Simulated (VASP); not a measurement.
A run of VASP 6.6.1:

INCAR

```
PREC = Accurate
ENCUT = 600
EDIFF = 1E-6
ISMEAR = 0
SIGMA = 0.1
LREAL = F
LASPH = T
NELM = 120
ALGO = Normal
ISIF = 2
LWAVE = F
LCHARG = F
GGA = PE
NBANDS = 38
GGA_COMPAT = F
```

KPOINTS

```
Automatic mesh
0
Gamma
  6 6 6
```

The input POSCAR:

```
Ga3N4
1.0
   -2.2101373800      2.2101373800      4.3746112500
    2.2101373800     -2.2101373800      4.3746112500
    2.2101373800      2.2101373800     -4.3746112500
Ga N
3 4
Direct
    0.2500000000      0.7500000000      0.5000000000
    0.5000000000      0.5000000000      0.0000000000
    0.7500000000      0.2500000000      0.5000000000
    0.0000000000      0.5000000000      0.5000000000
    0.2441151400      0.2441151400      0.0000000000
    0.5000000000      0.0000000000      0.5000000000
    0.7558848600      0.7558848600      0.0000000000
```

Potentials or basis: VASP PAW PBE potentials, release 64 (Ga_d, N).

Launch:

```sh
$ cat potpaw_PBE.64/Ga_d/POTCAR potpaw_PBE.64/N/POTCAR > POTCAR
$ mpirun -np 1 vasp_std > vasp.out
```

Hardware: 1 thread of AMD EPYC 7R13 Processor (Zen 3), with other jobs on the host.

Question: How long does it take, and how much memory?

Answer: Wall time 3.7 min on 1 thread of AMD EPYC 7R13 Processor (Zen 3) (shared host), peak memory 0.33 GiB. Counts: scf iterations 17, k points 30.
